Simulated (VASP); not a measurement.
Input of a VASP 6.6.1 run:

Contents of POSCAR:

```
Y
1.0
    3.6272699005      0.0000000000      0.0000000000
   -1.8136349502      3.1413078802      0.0000000000
    0.0000000000      0.0000000000      5.6232583076
Y
2
Direct
    0.6666666667      0.3333333333      0.7500000000
    0.3333333333      0.6666666667      0.2500000000
```

INCAR.step1

```
SYSTEM = Y
PREC     = Accurate       ! precision mode
ENCUT    = 520            ! plane-wave cutoff, eV
ISMEAR   = -1             ! smearing method
SIGMA    = 0.05           ! smearing width, eV
LREAL    = .False.        ! projectors in reciprocal space
LASPH    = .True.         ! aspherical terms in the spheres
NELM     = 100            ! most SCF steps
NBANDS   = 18             ! bands
GGA      = PE             ! functional
ALGO     = Normal         ! electronic algorithm
EDIFF    = 1E-4           ! SCF threshold, eV
LWAVE    = .True.         ! write WAVECAR
LCHARG   = .False.        ! write CHGCAR
```

File INCAR.step2:

```
SYSTEM = Y
PREC     = Accurate       ! precision mode
ENCUT    = 520            ! plane-wave cutoff, eV
EDIFF    = 1E-6           ! SCF threshold, eV
ISMEAR   = -1             ! smearing method
SIGMA    = 0.05           ! smearing width, eV
LREAL    = .False.        ! projectors in reciprocal space
LASPH    = .True.         ! aspherical terms in the spheres
NELM     = 100            ! most SCF steps
ALGO     = Normal         ! electronic algorithm
ISIF     = 2              ! what is computed and relaxed
LWAVE    = .False.        ! write WAVECAR
LCHARG   = .False.        ! write CHGCAR
METAGGA  = R2SCAN         ! meta-GGA
LMIXTAU  = .True.       
NBANDS   = 18             ! bands
ISTART   = 1
```

File KPOINTS:

```
regular mesh
0
Gamma
  8 8 5
  0 0 0
```

Potentials or basis: VASP PAW PBE potentials, release 64 (Y_sv).

The run is started by

```sh
$ cat potpaw_PBE.64/Y_sv/POTCAR > POTCAR
$ cp INCAR.step1 INCAR
$ mpirun -np 1 vasp_std > vasp.out
$ cp INCAR.step2 INCAR
$ mpirun -np 1 vasp_std > vasp.out
```

(1) What does it give for the band gap on the k mesh?

(2) What does it give for the pressure?

## Answers

(1) zero (bands 11 and 12 overlap by 1.45 eV).

(2) 2.0 GPa.

Caveat: the PAW data sets were made with another functional, which shifts forces and pressure a little.
